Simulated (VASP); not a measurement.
Input of a VASP 6.6.1 run:

INCAR

```
ALGO = Normal
EDIFF = 1E-6
ENCUT = 750
GGA = PE
GGA_COMPAT = False
ISIF = 2
ISMEAR = 0
LASPH = True
LCHARG = False
LREAL = False
LWAVE = False
NBANDS = 13
NELM = 120
PREC = Accurate
SIGMA = 0.1
```

The input KPOINTS:

```
k-points
0
Gamma
  4 6 6
```

POSCAR

```
LiH5
1.0
    7.4657506000      0.0000000000      0.0000000000
    0.0000000000      2.3554272900      1.6615168800
    0.0000000000     -2.3554272900      1.6615168800
Li H
1 5
Direct
    0.5000000000      0.6348412100      0.6348412100
    0.1059716100      0.1093144300      0.5883037700
    0.8940283900      0.5883037700      0.1093144300
    0.1059716100      0.5883037700      0.1093144300
    0.8940283900      0.1093144300      0.5883037700
    0.0000000000      0.7028094300      0.7028094300
```

Potentials or basis: VASP PAW PBE potentials, release 64 (Li_sv, H).

The run is started by

```sh
$ cat potpaw_PBE.64/Li_sv/POTCAR potpaw_PBE.64/H/POTCAR > POTCAR
$ mpirun -np 1 vasp_std > vasp.out
```

Task: What does it give for the band gap on the k mesh?

Result: Zero (bands 4 and 5 overlap by 0.91 eV).

Task: Predict the largest force.

Result: 0.885 eV/Å.

Forces in eV/Å, atoms in the order of the input:
```
Li   0.000  0.000  0.015
H   -0.102 -0.808 -0.225
H    0.102  0.808 -0.225
H   -0.102  0.808 -0.225
H    0.102 -0.808 -0.225
H    0.000  0.000  0.885
```

Caveat: the k points lie up to 0.39 Å⁻¹ apart, too coarse for converged energies and pressures of a metal.
